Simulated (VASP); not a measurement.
A run of VASP 6.6.1 is set up as follows.

The input INCAR:

```
  PREC = Accurate
  ENCUT = 600
  EDIFF = 1E-6
  ISMEAR = -1
  SIGMA = 0.05
  LREAL = F
  LASPH = T
  NELM = 100
  ALGO = Normal
  ISIF = 3
  LWAVE = F
  LCHARG = F
  GGA = PE
  IBRION = 2
  NSW = 60
  EDIFFG = -0.01
  PSTRESS = 20.0
```

Contents of KPOINTS:

```
Automatic mesh
0
Gamma
  8 8 4
```

POSCAR

```
TiTe2
1.0
    3.7770000000      0.0000000000      0.0000000000
   -1.8885000000      3.2709779501      0.0000000000
    0.0000000000      0.0000000000      6.4980000000
Te Ti
2 1
Direct
    0.3333333333      0.6666666667      0.7372000000
    0.6666666667      0.3333333333      0.2628000000
    0.0000000000      0.0000000000      0.0000000000
```

Potentials or basis: VASP PAW PBE potentials, release 64 (Te, Ti_sv).

The run is started by

```sh
$ cat potpaw_PBE.64/Te/POTCAR potpaw_PBE.64/Ti_sv/POTCAR > POTCAR
$ mpirun -np 1 vasp_std > vasp.out
```

Problem. Predict the band gap on the k mesh.

Solution. Zero (band 12 reaches 7.63 eV, above the bottom of band 13 at 6.87 eV).

Problem. Estimate the relaxed cell.

Solution. a = 3.734 Å, b = 3.734 Å, c = 6.445 Å, α = 90.00°, β = 90.00°, γ = 120.00°.

Problem. Estimate the relaxed volume.

Solution. 25.95 Å³/atom.

Problem. What does it give for the space group after relaxing (to 0.05 Å)?

Solution. P-3m1 (No. 164).

The path:
| step | energy change (eV) | largest force (eV/Å) | pressure (GPa) | volume (Å³) |
| --- | --- | --- | --- | --- |
| 1 | 0.0000 | 0.0218 | 0.89 | 80.28 |
| 2 | 0.0225 | 0.2316 | 2.70 | 78.15 |
| 3 | 0.0127 | 0.1618 | 2.09 | 78.83 |
| 4 | 0.0136 | 0.1016 | 2.03 | 78.57 |
| 5 | 0.0169 | 0.0234 | 1.97 | 78.23 |
| 6 | 0.0165 | 0.0307 | 1.98 | 78.26 |
| 7 | 0.0170 | 0.0220 | 1.96 | 78.18 |
| 8 | 0.0194 | 0.0046 | 1.92 | 77.95 |
| 9 | 0.0197 | 0.0081 | 1.92 | 77.92 |
| 10 | 0.0236 | 0.0279 | 2.20 | 77.62 |
| 11 | 0.0208 | 0.0019 | 2.00 | 77.84 |

Caveat: the cell is relaxed towards a set pressure, so the enthalpy falls and the energy may rise; spin-orbit coupling is left out, which moves the levels of the heavy elements; this functional lacks dispersion, which binds the layers, so the pressure and a relaxed spacing across them are unreliable.
